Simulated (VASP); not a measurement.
La3HfO:

```
CELL_PARAMETERS angstrom
5.82445 0.00000 0.00000
-2.91222 5.04412 0.00000
0.00000 0.00000 4.97673
ATOMIC_POSITIONS crystal
La 0.50000 0.00000 0.00000
La 0.00000 0.50000 0.00000
La 0.50000 0.50000 0.00000
Hf 0.00000 0.00000 0.50000
O 0.00000 0.00000 0.00000
```

The cell was built from a structure type or drawn by symmetry, and may not be a known phase.

```yaml
Program: VASP 6.6.1
Task: relaxation of cell and atoms
Functional: PBE
Potentials_or_basis: VASP PAW PBE potentials, release 64 (La, Hf_pv, O)
Cutoff: 600 eV
k_mesh: 6 × 6 × 4
Occupations: gaussian, width 0.1 eV
Spin: no spin polarisation
```

At the start: pressure -0.7 GPa; volume 29.24 Å³/atom.

Task: Where does the relaxation end?

Result: Over 9 steps the energy falls by 724.3 meV/atom and the volume is 29.89 Å³/atom (+2.2 %); space group P6/mmm (No. 191, to 0.1 Å) before and after.

The path:
| step | energy change (eV) | largest force (eV/Å) | pressure (GPa) | volume (Å³) |
| --- | --- | --- | --- | --- |
| 1 | 0.0000 | 0.0000 | -0.72 | 146.21 |
| 2 | -3.1522 | 0.0000 | -0.11 | 140.50 |
| 3 | -3.4266 | 0.0000 | 5.54 | 136.76 |
| 4 | -3.4726 | 0.0000 | 3.54 | 137.92 |
| 5 | -3.4728 | 0.0000 | 4.14 | 137.58 |
| 6 | -3.6059 | 0.0000 | -1.29 | 152.84 |
| 7 | -3.6170 | 0.0000 | -0.25 | 149.23 |
| 8 | -3.6185 | 0.0000 | 0.28 | 149.62 |
| 9 | -3.6214 | 0.0000 | 0.06 | 149.45 |

Final structure:
```yaml
crystal:
  lattice:
    - [6.62591, 0.00000, 0.00000]
    - [-3.31295, 5.73820, 0.00000]
    - [0.00000, 0.00000, 3.93069]
  atoms:
    - { symbol: La, position: [0.50000, 0.00000, 0.00000] }
    - { symbol: La, position: [0.00000, 0.50000, 0.00000] }
    - { symbol: La, position: [0.50000, 0.50000, 0.00000] }
    - { symbol: Hf, position: [0.00000, 0.00000, 0.50000] }
    - { symbol: O, position: [0.00000, 0.00000, 0.00000] }
```

Caveat: a cell axis changed by over 15 % at a fixed basis, so the end point is rough; an odd number of electrons without spin polarisation forces a metal; a magnetic or distorted state may lie lower.
